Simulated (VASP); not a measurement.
# PtSe (P-6m2) in VASP: a series of runs

Aim: see how the results for PtSe move with the level of theory and the settings. Levels: PBE0, B3LYP, PBE-based screened hybrid with 25 % exact exchange. Tasks: single point.

Everything below comes from runs of VASP 6.6.1. Logs are shortened: lines on timing, memory, paths and dates and some standing lists are left out, and cuts for length are marked.

**1. The cell of the first run**

Symmetry: P-6m2, No. 187, hexagonal system. The conventional cell has a = 3.702 Å, b = 3.702 Å, c = 3.613 Å, α = 90.00°, β = 90.00°, γ = 120.00°. Pt (site symmetry -6m2) has 6 Se at 2.80 Å and 8 Pt at 3.61 to 3.70 Å within 3.8 Å. Within 3.8 Å of Se (site symmetry -6m2) lie 6 Pt at 2.80 Å and 8 Se at 3.61 to 3.70 Å.

**2. Single point, PBE0**

Contents of POSCAR:

```
PtSe
1.0
    3.7018703300      0.0000000000      0.0000000000
   -1.8509351600      3.2059137500      0.0000000000
    0.0000000000      0.0000000000      3.6128420300
Pt Se
1 1
Direct
    0.0000000000      0.0000000000      0.0000000000
    0.6666666667      0.3333333333      0.5000000000
```

Contents of INCAR.step1:

```
  PREC = Accurate
  ENCUT = 400
  EDIFF = 1E-5
  ISMEAR = -1
  SIGMA = 0.05
  LREAL = False
  LASPH = True
  NELM = 120
  ALGO = Normal
  ISIF = 2
  LWAVE = True
  LCHARG = False
  GGA = PE
  NBANDS = 15
  GGA_COMPAT = False
```

Contents of INCAR.step2:

```
  PREC = Accurate
  ENCUT = 400
  EDIFF = 1E-6
  ISMEAR = -1
  SIGMA = 0.05
  LREAL = False
  LASPH = True
  NELM = 120
  ALGO = Normal
  ISIF = 2
  LWAVE = False
  LCHARG = False
  GGA = PE
  LHFCALC = True
  AEXX = 0.25
  PRECFOCK = Normal
  ISTART = 1
  NBANDS = 15
  GGA_COMPAT = False
```

Contents of KPOINTS:

```
Automatic mesh
0
Gamma
  4 4 4
```

Potentials or basis: VASP PAW PBE potentials, release 64 (Pt, Se).

Started as:

```console
$ cat potpaw_PBE.64/Pt/POTCAR potpaw_PBE.64/Se/POTCAR > POTCAR
$ cp INCAR.step1 INCAR
$ mpirun -np 1 vasp_std > vasp.out
$ cp INCAR.step2 INCAR
$ mpirun -np 1 vasp_std > vasp.out
```

OUTCAR:

```text
PREC = Accurate
   ENCUT = 400
   EDIFF = 1E-6
   ISMEAR = -1
   LREAL = False
   LASPH = True
   NELM = 120
   ISIF = 2
   GGA = PE
   LHFCALC = True
   AEXX = 0.25
   PRECFOCK = Normal
   ISTART = 1

 ion  position               nearest neighbor table
   1  0.000  0.000  0.000-   2 2.80   2 2.80   2 2.80   2 2.80   2 2.80   2 2.80
   2  0.667  0.333  0.500-   1 2.80   1 2.80   1 2.80   1 2.80   1 2.80   1 2.80

  LATTYP: Found a hexagonal cell.
 ALAT       =     3.7018703300
 C/A-ratio  =     0.9759504542

  Lattice vectors:

 A1 = (   3.7018703300,   0.0000000000,   0.0000000000)
 A2 = (  -1.8509351600,   3.2059137500,   0.0000000000)
 A3 = (   0.0000000000,   0.0000000000,   3.6128420300)

Analysis of symmetry for initial positions (statically):
=====================================================================
 Subroutine PRICEL returns:
 Original cell was already a primitive cell.

 Routine SETGRP: Setting up the symmetry group for a
 hexagonal supercell.

 Subroutine GETGRP returns: Found 12 space group operations
 (whereof 12 operations were pure point group operations)
 out of a pool of 24 trial point group operations.

The static configuration has the point symmetry D_3h.

Analysis of symmetry for dynamics (positions and initial velocities):
=====================================================================
 Subroutine PRICEL returns:
 Original cell was already a primitive cell.

 Routine SETGRP: Setting up the symmetry group for a
 hexagonal supercell.

 Subroutine GETGRP returns: Found 12 space group operations
 (whereof 12 operations were pure point group operations)
 out of a pool of 24 trial point group operations.

The dynamic configuration has the point symmetry D_3h.

 Subroutine INISYM returns: Found 12 space group operations
 (whereof 12 operations are pure point group operations),
 and found     1 'primitive' translations

----------------------------------------------------------------------------------------

                                     Primitive cell

  volume of cell :      42.8768

  direct lattice vectors                    reciprocal lattice vectors
     3.701870330  0.000000000  0.000000000     0.270133719  0.155961775  0.000000000
    -1.850935160  3.205913750  0.000000000     0.000000000  0.311923551  0.000000000
     0.000000000  0.000000000  3.612842030     0.000000000  0.000000000  0.276790403

  length of vectors
     3.701870330  3.701870330  3.612842030     0.311923551  0.311923551  0.276790403

  position of ions in fractional coordinates (direct lattice)
     0.000000000  0.000000000  0.000000000
     0.666666667  0.333333333  0.500000000

  ion indices of the primitive-cell ions
   primitive index   ion index
                 1           1
                 2           2

----------------------------------------------------------------------------------------

 KPOINTS: Automatic mesh

Automatic generation of k-mesh.
 Grid dimensions read from file:
 generate k-points for:    4    4    4

 Generating k-lattice:

  Cartesian coordinates                     Fractional coordinates (reciprocal lattice)
     0.067533430  0.038990444  0.000000000     0.250000000  0.000000000  0.000000000
     0.000000000  0.077980888  0.000000000     0.000000000  0.250000000  0.000000000
     0.000000000  0.000000000  0.069197601     0.000000000  0.000000000  0.250000000

  Length of vectors
     0.077980888  0.077980888  0.069197601

  Shift w.r.t. Gamma in fractional coordinates (k-lattice)
     0.000000000  0.000000000  0.000000000

 Subroutine IBZKPT returns following result:
 ===========================================

 Found     12 irreducible k-points:

 Following reciprocal coordinates:
            Coordinates               Weight
  0.000000  0.000000  0.000000      1.000000
  0.250000 -0.000000  0.000000      6.000000
  0.500000 -0.000000  0.000000      3.000000
  0.250000  0.250000  0.000000      6.000000
  0.000000  0.000000  0.250000      2.000000
  0.250000 -0.000000  0.250000     12.000000
  0.500000 -0.000000  0.250000      6.000000
  0.250000  0.250000  0.250000     12.000000
  0.000000  0.000000  0.500000      1.000000
  0.250000 -0.000000  0.500000      6.000000
  0.500000 -0.000000  0.500000      3.000000
  0.250000  0.250000  0.500000      6.000000
   k-points           NKPTS =     12   k-points in BZ     NKDIM =     64   number of bands    NBANDS=     15
   number of dos      NEDOS =    301   number of ions     NIONS =      2
   total plane-waves  NPLWV =  13824
   dimension x,y,z NGX =    24 NGY =   24 NGZ =   24
   dimension x,y,z NGXF=    48 NGYF=   48 NGZF=   48
   ions per type =               1   1
   NGX,Y,Z   is equivalent  to a cutoff of  10.78, 10.78, 11.04 a.u.
   NGXF,Y,Z  is equivalent  to a cutoff of  21.56, 21.56, 22.09 a.u.
 SYSTEM =  unknown system
   PREC   = accura    normal or accurate (medium, high low for compatibility)
   ISTART =      1    job   : 0-new  1-cont  2-samecut
   ICHARG =      0    charge: 1-file 2-atom 10-const
   ISPIN  =      1    spin polarized calculation?
   LNONCOLLINEAR =      F non collinear calculations
   LSORBIT =      F    spin-orbit coupling
   LASPH  =      T    aspherical Exc in radial PAW
   ENCUT  =  400.0 eV  29.40 Ry    5.42 a.u.   6.04  6.04  5.89*2*pi/ulx,y,z
   NELM   =    120;   NELMIN=  2; NELMDL=  0     # of ELM steps
   EDIFF  = 0.1E-05   stopping-criterion for ELM
   LREAL  =      F    real-space projection
   EDIFFG = 0.1E-04   stopping-criterion for IOM
   NSW    =      0    number of steps for IOM
   IBRION =     -1    ionic relax: 0-MD 1-quasi-New 2-CG
   NFREE  =      0    steps in history (QN), initial steepest desc. (CG)
   ISIF   =      2    stress and relaxation
   ISYM   =      3    0-nonsym 1-usesym 2-fastsym
   POTIM  = 0.5000    time-step for ionic-motion
   TEBEG  =    0.0;   TEEND  =   0.0 temperature during run
   PSTRESS=    0.0 pullay stress
   NELECT =      16.0000    total number of electrons
   NUPDOWN=      -1.0000    fix difference up-down
   EMIN   =  10.00;   EMAX   =-10.00  energy-range for DOS
   EFERMI =   0.00;   METHOD = LEGACY
   ISMEAR =    -1;   SIGMA  =   0.05  broadening in eV -4-tet -1-fermi 0-gaus
   EFERMI_NEDOS =   21; number of points for ismear=-14 and -15
   IALGO  =     38    algorithm
   IMIX   =      1    mixing-type and parameters
     AMIX     =   0.40;   BMIX     =  1.00
     AMIX_MAG =   1.60;   BMIX_MAG =  1.00
  volume/ion in A,a.u.               =      21.44       144.67
  Fermi-wavevector in a.u.,A,eV,Ry     =   1.178621  2.227271 18.900497  1.389147
  Thomas-Fermi vector in A             =   2.314947
   LORBIT       =      0    0 simple, 1 ext, 2 COOP (PROOUT), +10 PAW based schemes
   GGA     = PE    functional components
   LHFCALC =     T    Hartree Fock is set to
   PRECFOCK=normal    Normal, Fast or Accurate (Low or Medium for compatibility)
   ENCUT4O =  -1.0   cutoff for four orbital integrals eV
   NKREDX  =     1    reduce k-point grid by
   NKREDY  =     1    reduce k-point grid by
   NKREDZ  =     1    reduce k-point grid by
   AEXX    =    0.2500 exact exchange contribution
   HFSCREEN=    0.0000 screening length (either q_TF or 0.3 A-1)
   HFSCREENC=   0.0000 screening length for correlation (either q_TF or 0.3 A-1)
   ENCUTFOCK=  -1.0 apply spherical cutoff to Coloumb kernel
   IVDW    =     0    specifies the selected vdW correction
   LEPSILON=     F    determine dielectric tensor
   LRPA    =     F    only Hartree local field effects (RPA)
 non-spin polarized calculation
  energy-cutoff  :      400.00
  volume of cell :       42.88
 maximum number of plane-waves:       792
  NGX = 20; NGY = 20; NGZ = 18

 number of electron      16.0000001 magnetization

 Free energy of the ion-electron system (eV)
  ---------------------------------------------------
  ext. energy  EPLUGINS =         0.00000000
  ---------------------------------------------------
  free energy    TOTEN  =       -11.66543199 eV

  energy without entropy =      -11.65946283  energy(sigma->0) =      -11.66244741

 E-fermi :   5.3633     XC(G=0):  -8.4780

 val. band max:        5.3286118502   @ k =   0.2500  -0.0000   0.0000
 cond. band min:       5.9586018617   @ k =   0.5000  -0.0000   0.2500
 fundamental gap:      0.6299900115
 Fermi energy:         5.3632664161

 k-point     1 :       0.0000    0.0000    0.0000
  band No.  band energies     occupation
      1     -11.0435      2.00000
      2       0.7016      2.00000
      3       0.7016      2.00000
      4       0.7258      2.00000
      5       2.6375      2.00000
      6       2.6375      2.00000
      7       2.7213      2.00000
      8       6.2807      0.00000
      9       6.3461      0.00000
     10       6.3461      0.00000
     11      13.8425      0.00000
     12      14.3408      0.00000
     13      14.3408      0.00000
     14      19.4624      0.00000
     15      20.1394      0.00000

 k-point     2 :       0.2500   -0.0000    0.0000
  band No.  band energies     occupation
      1     -10.5324      2.00000
      2      -0.7808      2.00000
      3       0.9810      2.00000
      4       1.1212      2.00000
      5       1.1742      2.00000
      6       2.5575      2.00000
      7       3.3279      2.00000
      8       4.6537      2.00000
      9       5.3286      1.33331
     10       8.7412      0.00000
     11      13.2281      0.00000
     12      14.9888      0.00000
     13      16.5512      0.00000
     14      16.6546      0.00000
     15      21.3503      0.00000
[... 149 lines left out ...]
      3      -0.6484      2.00000
      4       0.0180      2.00000
      5       2.6684      2.00000
      6       2.8902      2.00000
      7       3.1419      2.00000
      8       4.0121      2.00000
      9       6.5603      0.00000
     10       7.7276      0.00000
     11      12.0356      0.00000
     12      13.2701      0.00000
     13      15.2272      0.00000
     14      19.9223      0.00000
     15      22.7371      0.00000

 k-point    12 :       0.2500    0.2500    0.5000
  band No.  band energies     occupation
      1      -9.4824      2.00000
      2      -1.1299      2.00000
      3      -0.9455      2.00000
      4       0.6097      2.00000
      5       1.9681      2.00000
      6       2.8427      2.00000
      7       3.5526      2.00000
      8       3.7083      2.00000
      9       7.3842      0.00000
     10       7.6540      0.00000
     11      10.4518      0.00000
     12      14.2223      0.00000
     13      16.5909      0.00000
     14      18.8381      0.00000
     15      22.4239      0.00000

------------------------ aborting loop because EDIFF is reached ----------------------------------------

  FORCE on cell =-STRESS in cart. coord.  units (eV):
  Direction    XX          YY          ZZ          XY          YZ          ZX
  --------------------------------------------------------------------------------------
  -------------------------------------------------------------------------------------
  Total       -3.7445241     -3.7445241     -5.2252089     -0.0000000     -0.0000000      0.0000000
  in kB     -139.9217415   -139.9217417   -195.2505338     -0.0000002     -0.0000000      0.0000000
  external PRESSURE =    -158.3646723 kB  Pullay stress =       0.0000000 kB

 VOLUME and BASIS-vectors are now :
 -----------------------------------------------------------------------------
  energy-cutoff  :      400.00
  volume of cell :       42.88
      direct lattice vectors                 reciprocal lattice vectors
     3.701870330  0.000000000  0.000000000     0.270133719  0.155961775  0.000000000
    -1.850935160  3.205913750  0.000000000     0.000000000  0.311923551  0.000000000
     0.000000000  0.000000000  3.612842030     0.000000000  0.000000000  0.276790403

 POSITION                                       TOTAL-FORCE (eV/Angst)
 -----------------------------------------------------------------------------------
      0.00000      0.00000      0.00000        -0.000000      0.000000      0.000000
      1.85094      1.06864      1.80642         0.000000      0.000000      0.000000
 -----------------------------------------------------------------------------------
    total drift:                               -0.000000     -0.000005     -0.000000

  FREE ENERGIE OF THE ION-ELECTRON SYSTEM (eV)
  ---------------------------------------------------
  free  energy   TOTEN  =       -11.6654319886 eV

  energy  without entropy=      -11.6594628285  energy(sigma->0) =      -11.66244741
```

It took 4.3 min on 1 thread of Intel Xeon Platinum 8488C (Sapphire Rapids), shared host; peak memory 0.15 GiB.

What came out:

```yaml
Free_energy: -11.6654 eV
Pressure: -15.8 GPa
Band_gap_on_the_k_mesh: zero (bands 8 and 9 overlap by 1.26 eV)
```

Levels at points of the mesh, in eV from the Fermi level:
| k point | band 6 | band 7 | band 8 | band 9 | band 10 | band 11 |
| --- | --- | --- | --- | --- | --- | --- |
| (0.00, 0.00, 0.00) | -2.73 | -2.64 | 0.92 | 0.98 | 0.98 | 8.48 |
| (0.50, 0.00, 0.00) | -2.88 | -2.23 | -1.86 | 1.83 | 3.75 | 7.30 |
| (0.00, 0.00, 0.50) | -3.53 | -2.64 | 1.10 | 1.10 | 5.91 | 6.93 |
| (0.50, 0.00, 0.50) | -2.47 | -2.22 | -1.35 | 1.20 | 2.36 | 6.67 |

Caveat: the k points lie up to 0.49 Å⁻¹ apart, too coarse for converged energies and pressures of a metal; the PAW data sets were made with another functional, which shifts forces and pressure a little; spin-orbit coupling is left out, which moves the levels of the heavy elements.

**3. Single point, B3LYP**

POSCAR is that of step 2.

Contents of INCAR.step1:

```
SYSTEM = PtSe
ALGO = Normal
EDIFF = 1E-5
ENCUT = 400
GGA = PE
GGA_COMPAT = .False.
ISIF = 2
ISMEAR = -1
LASPH = .True.
LCHARG = .False.
LREAL = .False.
LWAVE = .True.
NBANDS = 15
NELM = 120
PREC = Accurate
SIGMA = 0.05
```

Contents of INCAR.step2:

```
SYSTEM = PtSe
AEXX = 0.2
AGGAC = 0.81
AGGAX = 0.72
ALDAC = 0.19
ALGO = Normal
EDIFF = 1E-6
ENCUT = 400
GGA = B3
GGA_COMPAT = .False.
ISIF = 2
ISMEAR = -1
ISTART = 1
LASPH = .True.
LCHARG = .False.
LHFCALC = .True.
LREAL = .False.
LWAVE = .False.
NBANDS = 15
NELM = 120
PREC = Accurate
PRECFOCK = Normal
SIGMA = 0.05
```

Contents of KPOINTS:

```
k-points
0
Gamma
  4 4 4
  0 0 0
```

Potentials or basis: VASP PAW PBE potentials, release 64 (Pt, Se).

Started as:

```console
$ cat potpaw_PBE.64/Pt/POTCAR potpaw_PBE.64/Se/POTCAR > POTCAR
$ cp INCAR.step1 INCAR
$ mpirun -np 1 vasp_std > vasp.out
$ cp INCAR.step2 INCAR
$ mpirun -np 1 vasp_std > vasp.out
```

Run time: 3.5 min. Hardware: 1 thread of Intel Xeon Platinum 8488C (Sapphire Rapids), shared host; peak memory 0.15 GiB.

The run converged. Its results:

- Free energy: -9.9191 eV
- Pressure: -8.8 GPa
- Band gap on the k mesh: zero (bands 8 and 9 overlap by 1.11 eV)

Stress tensor (GPa, compression positive):
```
 -7.26   0.00   0.00
  0.00  -7.26   0.00
  0.00   0.00 -11.97
```

Levels at points of the mesh, in eV from the Fermi level:
```
           k point  band 4  band 5  band 6  band 7  band 8  band 9  band 10  band 11  band 12  band 13
(0.00, 0.00, 0.00)   -4.35   -2.59   -2.59   -2.51    0.74    0.87     0.87     8.58     8.88     8.88
(0.50, 0.00, 0.00)   -4.02   -3.26   -2.75   -2.06   -1.72    1.69     3.65     7.14     9.72    10.35
(0.00, 0.00, 0.50)   -4.12   -3.31   -3.31   -2.44    0.93    0.93     5.94     6.63    11.99    11.99
(0.50, 0.00, 0.50)   -5.13   -2.48   -2.29   -2.02   -1.25    1.02     2.17     6.71     7.78     9.66
```

Caveat: the k points lie up to 0.49 Å⁻¹ apart, too coarse for converged energies and pressures of a metal; the PAW data sets were made with another functional, which shifts forces and pressure a little; spin-orbit coupling is left out, which moves the levels of the heavy elements.

**4. Single point, PBE-based screened hybrid with 25 % exact exchange**

POSCAR is that of step 3.

Contents of INCAR.step1:

```
  PREC = Accurate
  ENCUT = 400
  EDIFF = 1E-5
  ISMEAR = -1
  SIGMA = 0.05
  LREAL = F
  LASPH = T
  NELM = 120
  ALGO = Normal
  ISIF = 2
  LWAVE = T
  LCHARG = F
  NBANDS = 15
  GGA = PE
  GGA_COMPAT = F
```

Contents of INCAR.step2:

```
  PREC = Accurate
  ENCUT = 400
  EDIFF = 1E-6
  ISMEAR = -1
  SIGMA = 0.05
  LREAL = F
  LASPH = T
  NELM = 120
  ALGO = Normal
  ISIF = 2
  LWAVE = F
  LCHARG = F
  GGA = PE
  LHFCALC = T
  AEXX = 0.25
  HFSCREEN = 0.3
  PRECFOCK = Normal
  NBANDS = 15
  ISTART = 1
  GGA_COMPAT = F
```

Contents of KPOINTS:

```
Automatic mesh
0
Gamma
  4 4 4
```

Started as:

```console
$ cat potpaw_PBE.64/Pt/POTCAR potpaw_PBE.64/Se/POTCAR > POTCAR
$ cp INCAR.step1 INCAR
$ mpirun -np 1 vasp_std > vasp.out
$ cp INCAR.step2 INCAR
$ mpirun -np 1 vasp_std > vasp.out
```

Wall time 5.4 min (1 thread of Intel Xeon Platinum 8488C (Sapphire Rapids), shared host); peak memory 0.25 GiB.

It converged, with:

```yaml
Free_energy: -10.2642 eV
Pressure: -15.1 GPa
Band_gap_on_the_k_mesh: zero (bands 8 and 9 overlap by 0.72 eV)
```

Stress tensor (GPa, compression positive):
```
-13.18   0.00   0.00
  0.00 -13.18   0.00
  0.00   0.00 -19.05
```

Levels at points of the mesh, in eV from the Fermi level:
| k point | band 4 | band 5 | band 6 | band 7 | band 8 | band 9 | band 10 | band 11 | band 12 | band 13 |
| --- | --- | --- | --- | --- | --- | --- | --- | --- | --- | --- |
| (0.00, 0.00, 0.00) | -4.18 | -2.36 | -2.36 | -2.28 | 0.38 | 0.54 | 0.54 | 7.88 | 8.35 | 8.35 |
| (0.50, 0.00, 0.00) | -3.83 | -3.05 | -2.54 | -1.83 | -1.52 | 1.34 | 3.19 | 6.66 | 9.22 | 9.74 |
| (0.00, 0.00, 0.50) | -3.88 | -3.12 | -3.12 | -2.22 | 0.57 | 0.57 | 5.36 | 6.27 | 11.56 | 11.56 |
| (0.50, 0.00, 0.50) | -4.90 | -2.28 | -2.08 | -1.83 | -1.04 | 0.64 | 1.77 | 6.08 | 7.26 | 9.20 |

Caveat: the k points lie up to 0.49 Å⁻¹ apart, too coarse for converged energies and pressures of a metal; the PAW data sets were made with another functional, which shifts forces and pressure a little; spin-orbit coupling is left out, which moves the levels of the heavy elements.

**5. The runs side by side**

```csv
level,share of exact exchange,screening parameter,gap on the mesh (eV),pressure (GPa)
PBE0,0.25,-,none,-15.8
B3LYP,0.2,-,none,-8.8
PBE-based screened hybrid with 25 % exact exchange,0.25,0.3 1/Å,none,-15.1
```

Alike in all rows: task single point; potentials or basis VASP PAW PBE potentials, release 64 (Pt, Se); no spin polarisation; cell as given; k mesh 4 × 4 × 4; cutoff (eV) 400; smearing fermi-dirac 0.05 eV.

Caveats: all runs use coarse meshes; the PAW data sets were made with another functional, which shifts forces and pressure a little; spin-orbit coupling is left out, which moves the levels of the heavy elements.

Absolute energies hang on the potentials; compare differences alone.

The gap in the log of VASP goes by the Fermi energy; the results here count the filled bands.